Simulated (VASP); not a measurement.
## Si3N4: relaxation of the atoms with r2SCAN

The system is Si3N4.

```
CELL_PARAMETERS angstrom
0.00000 3.70390 3.70390
3.70390 0.00000 3.70390
3.70390 3.70390 0.00000
ATOMIC_POSITIONS crystal
Si 0.12500 0.12500 0.62500
Si 0.12500 0.62500 0.12500
Si 0.62500 0.12500 0.12500
Si 0.12500 0.12500 0.12500
Si 0.75000 0.75000 0.75000
Si 0.50000 0.50000 0.50000
N 0.36804 0.36804 0.36804
N 0.35412 0.88196 0.88196
N 0.88196 0.88196 0.35412
N 0.88196 0.35412 0.88196
N 0.36804 0.36804 0.89588
N 0.36804 0.89588 0.36804
N 0.88196 0.88196 0.88196
N 0.89588 0.36804 0.36804
```

```yaml
Program: VASP 6.6.1
Task: relaxation of the atoms
Functional: r2SCAN
Potentials_or_basis: VASP PAW PBE potentials, release 64 (Si, N)
Cutoff: 520 eV
k_mesh: 6 × 6 × 6
Occupations: gaussian, width 0.02 eV
Spin: no spin polarisation
Dipole_correction: no
Further_INCAR_settings: ALGO = Normal; EDIFF = 1e-07; IBRION = 2; EDIFFG = -0.01; NSW = 50
```

* Energy gained by relaxing: 0.1 meV/atom
* Ionic steps: 3
* Pressure after relaxing: 53.5 GPa
* Band gap on the k mesh: 4.58 eV

Forces in eV/Å, atoms in the order of the input:
```
Si   0.000  0.000  0.000
Si   0.000  0.000  0.000
Si   0.000  0.000  0.000
Si   0.000  0.000  0.000
Si   0.000  0.000  0.000
Si   0.000  0.000  0.000
N   -0.002 -0.002 -0.002
N    0.002 -0.002 -0.002
N   -0.002 -0.002  0.002
N   -0.002  0.002 -0.002
N    0.002  0.002 -0.002
N    0.002 -0.002  0.002
N    0.002  0.002  0.002
N   -0.002  0.002  0.002
```

The path:
| step | energy change (eV) | largest force (eV/Å) | pressure (GPa) |
| --- | --- | --- | --- |
| 1 | 0.0000 | 0.1527 | 53.56 |
| 2 | 0.0059 | 0.3590 | 53.25 |
| 3 | -0.0014 | 0.0027 | 53.46 |

Final structure:
```yaml
crystal:
  lattice:
    - [0.00000, 3.70390, 3.70390]
    - [3.70390, 0.00000, 3.70390]
    - [3.70390, 3.70390, 0.00000]
  atoms:
    - { symbol: Si, position: [0.12500, 0.12500, 0.62500] }
    - { symbol: Si, position: [0.12500, 0.62500, 0.12500] }
    - { symbol: Si, position: [0.62500, 0.12500, 0.12500] }
    - { symbol: Si, position: [0.12500, 0.12500, 0.12500] }
    - { symbol: Si, position: [0.75000, 0.75000, 0.75000] }
    - { symbol: Si, position: [0.50000, 0.50000, 0.50000] }
    - { symbol: N, position: [0.36821, 0.36821, 0.36821] }
    - { symbol: N, position: [0.35464, 0.88179, 0.88179] }
    - { symbol: N, position: [0.88179, 0.88179, 0.35464] }
    - { symbol: N, position: [0.88179, 0.35464, 0.88179] }
    - { symbol: N, position: [0.36821, 0.36821, 0.89536] }
    - { symbol: N, position: [0.36821, 0.89536, 0.36821] }
    - { symbol: N, position: [0.88179, 0.88179, 0.88179] }
    - { symbol: N, position: [0.89536, 0.36821, 0.36821] }
```

Levels at points of the mesh, in eV from the valence-band top:
```
           k point  band 30  band 31  band 32  band 33  band 34  band 35
(0.00, 0.00, 0.00)     0.00     0.00     0.00     4.59     4.59     4.59
(0.50, 0.00, 0.00)    -0.54    -0.54    -0.54     6.26     6.91     6.91
(0.50, 0.50, 0.00)    -1.35    -0.69    -0.69     8.05     8.05     8.38
```

It took 29 min on 1 thread of Oxide Virtual Turin-like Processor, on a shared host, peak memory 0.24 GiB.

Caveat: the PAW data sets were made with another functional, which shifts forces and pressure a little. A k mesh can miss the band edges.
